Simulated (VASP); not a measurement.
Crystal: Li.

```
Li
1.0
    -1.78906    1.78906    1.78906
     1.78906   -1.78906    1.78906
     1.78906    1.78906   -1.78906
Li
1
Cartesian
  0.0000 0.0000 0.0000
```

* Program: VASP 6.6.1
* Task: relaxation of cell and atoms
* Functional: r2SCAN
* Potentials or basis: VASP PAW PBE potentials, release 64 (Li_sv)
* Cutoff: 1050 eV
* k mesh: 14 × 14 × 14
* Occupations: methfessel-paxton, width 0.05 eV
* Spin: no spin polarisation

At the start: pressure -1.0 GPa; volume 22.91 Å³/atom.

Where does the relaxation end?

Over 11 steps the energy falls by 4.9 meV/atom and the volume is 20.39 Å³/atom (-11.0 %); space group Im-3m (No. 229, to 0.1 Å) before and after.

The path:
| step | energy change (eV) | largest force (eV/Å) | pressure (GPa) | volume (Å³) |
| --- | --- | --- | --- | --- |
| 1 | 0.0000 | 0.0000 | -1.01 | 22.91 |
| 2 | -0.0024 | 0.0000 | -0.74 | 22.43 |
| 3 | -0.0059 | 0.0000 | -0.45 | 21.27 |
| 4 | 0.0000 | 0.0000 | 1.14 | 19.06 |
| 5 | -0.0063 | 0.0000 | -0.20 | 20.58 |
| 6 | -0.0059 | 0.0000 | 0.13 | 20.16 |
| 7 | -0.0062 | 0.0000 | 0.00 | 20.33 |
| 8 | -0.0048 | 0.0000 | 0.06 | 20.33 |
| 9 | -0.0048 | 0.0000 | 0.04 | 20.35 |
| 10 | -0.0048 | 0.0000 | 0.01 | 20.39 |
| 11 | -0.0049 | 0.0000 | 0.01 | 20.39 |

Final structure:
```xyz
1
Lattice="-1.7209 1.7209 1.7209 1.7209 -1.7209 1.7209 1.7209 1.7209 -1.7209" Properties=species:S:1:pos:R:3 pbc="T T T"
Li    0.0000    0.0000    0.0000
```

Caveat: the PAW data sets were made with another functional, which shifts forces and pressure a little.
